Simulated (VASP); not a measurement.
H6C2O: single point with PBE+D3(BJ)

The system is H6C2O.

```
CELL_PARAMETERS angstrom
7.96022 0.00000 0.00000
0.00000 7.96022 0.00000
0.00000 0.00000 7.96022
ATOMIC_POSITIONS crystal
C 0.45210 0.55423 0.68638
C 0.38071 0.60071 0.86084
C 0.99201 0.06287 0.11477
C 0.98136 0.99579 0.29028
C 0.93602 0.42970 0.35578
C 0.88379 0.45273 0.17649
C 0.48585 0.15457 0.79764
C 0.29919 0.12243 0.77499
O 0.51692 0.64634 0.97901
O 0.87880 0.84407 0.27850
O 0.70774 0.41586 0.16501
O 0.27370 0.95624 0.68484
H 0.46627 0.73263 0.05159
H 0.28372 0.69513 0.86359
H 0.32685 0.47852 0.91804
H 0.36559 0.46688 0.62139
H 0.47134 0.66366 0.61290
H 0.57693 0.49215 0.70938
H 0.92182 0.75784 0.34641
H 0.11034 0.94031 0.31586
H 0.93970 0.07804 0.40022
H 0.08731 0.16404 0.09985
H 0.02387 0.96897 0.02225
H 0.87724 0.11708 0.05615
H 0.65879 0.52774 0.13354
H 0.91704 0.58134 0.11428
H 0.93159 0.35504 0.09387
H 0.06202 0.46362 0.37409
H 0.85810 0.52154 0.40913
H 0.89818 0.30340 0.41108
H 0.15410 0.97020 0.66423
H 0.23071 0.11480 0.90297
H 0.24258 0.23644 0.70529
H 0.49391 0.25648 0.89459
H 0.54596 0.04339 0.83956
H 0.54213 0.19427 0.68269
```

```
Program                : VASP 6.6.1
Task                   : single point
Functional             : PBE
Dispersion             : D3(BJ)
Potentials or basis    : VASP PAW PBE potentials, release 64 (C, O, H)
Cutoff                 : 520 eV
k mesh                 : 1 × 1 × 1
Occupations            : fermi-dirac, width 0.05 eV
Spin                   : no spin polarisation
Dipole correction      : no
Further INCAR settings : LREAL = Auto; ALGO = Normal; EDIFF = 1e-06; NBANDS = 64
```

- Pressure: -0.4 GPa
- Largest force: 2.907 eV/Å
- Band gap on the k mesh: 4.08 eV
- Dispersion energy per atom: -0.030 eV

Forces on the atoms (eV/Å):
```
C    0.227 -0.625  1.574
C    0.583 -2.699  0.910
C   -0.344  1.816 -0.970
C    1.032 -2.145  0.524
C   -1.020 -1.096 -0.436
C    0.128 -0.362 -2.006
C   -1.488  0.985  0.977
C   -0.492 -0.112  0.340
O   -0.814  0.990 -0.318
O   -1.380  1.665 -0.887
O   -0.818  1.955 -0.176
O   -0.311  2.216  0.720
H    0.449 -0.290 -0.259
H   -0.298  0.531 -0.304
H    0.148  1.131 -0.590
H    0.278  0.210  0.098
H    0.183  1.018 -0.796
H   -0.777  0.220 -0.305
H    0.754 -1.099  1.208
H   -0.519  1.002  0.329
H    0.270 -0.516 -1.269
H   -0.183 -0.352  0.365
H    0.436 -0.902  0.072
H   -0.082 -0.128  0.796
H   -0.336 -1.320 -0.022
H   -0.376 -1.418  1.114
H    0.925  0.174 -0.125
H    1.832  0.085  0.488
H   -0.959  1.173  1.700
H    0.499  1.181 -0.635
H   -0.185 -0.679 -0.379
H    0.826  0.009 -1.373
H    0.253 -1.366  0.333
H    0.437 -0.577 -0.483
H    0.666 -1.024  0.624
H    0.455  0.348 -0.838
```

Stress tensor (GPa, compression positive):
```
 0.80 -0.50  0.41
-0.50 -0.99 -0.08
 0.41 -0.08 -0.98
```

Levels at points of the mesh, in eV from the valence-band top:
| k point | band 38 | band 39 | band 40 | band 41 | band 42 | band 43 |
| --- | --- | --- | --- | --- | --- | --- |
| (0.00, 0.00, 0.00) | -0.74 | -0.65 | 0.00 | 4.08 | 5.06 | 5.61 |

Wall time 2.2 min on 1 thread of AMD EPYC 7R13 (shared host), peak memory 0.41 GiB.

Caveat: the k points lie up to 0.79 Å⁻¹ apart.
